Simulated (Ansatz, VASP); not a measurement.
# One calculation of Ga2F3, two programs

```
Ga F
1.0
     3.94744    0.00000    0.00000
    -1.97372    3.41858    0.00000
     0.00000    0.00000    4.76617
Ga F
2 3
Direct
  0.33333 0.66667 0.13800
  0.66667 0.33333 0.86200
  0.00000 0.00000 0.00000
  0.33333 0.66667 0.62500
  0.66667 0.33333 0.37500
```

Alike in both runs: task single point; functional PBE; k mesh 6 × 6 × 4; occupations gaussian, width 0.1 eV; no spin polarisation.

|  | VASP | Ansatz |
| --- | --- | --- |
| version | VASP 6.6.1 | Ansatz 0.2.0 |
| potentials or method | VASP PAW PBE potentials, release 64 (Ga_d, F), cutoff 520 eV | scalar-relativistic, plane waves, PAW |
| valence electrons in the cell | 47 | 47 |

```tsv
	VASP	Ansatz	Ansatz less VASP
gap on the k mesh at the Fermi level (eV)	none	none	-
pressure (GPa)	7.4	7.4	+0.03
traceless stress, the component that is largest in VASP (GPa)	-10.84	-10.87	-0.033
rms of the force components (eV/Å)	0.875	0.872	-0.0029
```

Atom by atom the forces differ by 0.003 eV/Å (rms over components). A gap of «none» marks a metal or a gap that the smearing closes.
